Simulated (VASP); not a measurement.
Write the native input for VASP 6.6.1 that does the following.

| Item | Value |
| --- | --- |
| Task | single point |
| Functional | PBE |
| Potentials or basis | VASP PAW PBE potentials, release 64 (Si, P, I) |
| Cutoff | 520 eV |
| k mesh | 12 × 12 × 4 |
| Occupations | gaussian, width 0.1 eV |
| Spin | no spin polarisation |
| Dipole correction | no |
| Further INCAR settings | ALGO = Normal; EDIFF = 1e-07; NBANDS = 23 |

The structure of Si4PI lies in POSCAR:

```
Si4PI
1.0
    3.5015597097      0.0000000000      0.0000000000
    0.0000000000      3.5015597097      0.0000000000
    0.0000000000      0.0000000000      9.8894136561
Si P I
4 1 1
Direct
    0.5000000000      0.0000000000      0.8009941879
    0.0000000000      0.5000000000      0.1990058121
    0.5000000000      0.0000000000      0.1990058121
    0.0000000000      0.5000000000      0.8009941879
    0.0000000000      0.0000000000      0.0000000000
    0.5000000000      0.5000000000      0.5000000000
```

The cell was generated, and may not be a known phase.

These files were run (other wordings do the same):

INCAR

```
SYSTEM = Si4PI
  PREC = Accurate
  ENCUT = 520
  EDIFF = 1E-7
  ISMEAR = 0
  SIGMA = 0.1
  LREAL = .False.
  LASPH = .True.
  NELM = 100
  ALGO = Normal
  ISIF = 2
  LWAVE = .False.
  LCHARG = .True.
  GGA = PE
  LELF = .True.
  LVHAR = .True.
  NBANDS = 23
```

KPOINTS

```
regular mesh
0
Gamma
  12 12 4
  0 0 0
```

Potentials or basis: VASP PAW PBE potentials, release 64 (Si, P, I).

Run with:

```sh
$ cat potpaw_PBE.64/Si/POTCAR potpaw_PBE.64/P/POTCAR potpaw_PBE.64/I/POTCAR > POTCAR
$ mpirun -np 1 vasp_std > vasp.out
```

Results of the run:

```json
{
  "Pressure": "-0.1 GPa",
  "Largest force": "0.004 eV/Å",
  "Band gap on the k mesh": "zero (bands 14 and 15 overlap by 2.89 eV)"
}
```

Caveat: spin-orbit coupling is left out, which moves the levels of the heavy elements.

Run time: 4.4 min on 1 thread of Oxide Virtual Turin-like Processor (shared host), peak memory 0.35 GiB.
